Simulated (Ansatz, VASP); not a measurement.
## Two plane-wave programs on AlN

```xyz
2
Lattice="0.0000 2.1887 2.1887 2.1887 0.0000 2.1887 2.1887 2.1887 0.0000" Properties=species:S:1:pos:R:3 pbc="T T T"
Al    0.0099    0.0000    0.0000
N     3.2640    3.2830    3.2830
```

Change from the starting cell: mode 4 frozen in at -0.019 Å, strain +e along z and -e/2 along x and y +0.0000.

Alike in both runs: task single point; functional PBEsol; k mesh 10 × 10 × 10; occupations gaussian, width 0.05 eV; no spin polarisation.

|  | VASP | Ansatz |
| --- | --- | --- |
| version | VASP 6.6.1 | Ansatz 0.2.0 |
| potentials or method | VASP PAW PBE potentials, release 64 (Al, N), cutoff 520 eV | scalar-relativistic, plane waves, PAW |
| valence electrons in the cell | 8 | 8 |

```csv
,VASP,Ansatz,Ansatz less VASP
gap on the k mesh at the Fermi level (eV),3.11,3.12,+0.007
least direct gap on the mesh (eV),4.00,3.98,-0.016
pressure (GPa),0.1,0.1,-0.01
"traceless stress, the component that is largest in VASP (GPa)",-2.00,-1.96,+0.031
rms of the force components (eV/Å),0.240,0.238,-0.0018
```

VASP's potentials were made for PBE, not for PBEsol, and Ansatz warns of the same on its side. Atom by atom the forces differ by 0.002 eV/Å (rms over components). The functional is the same, so the differences come from potentials, cutoffs and numerics.
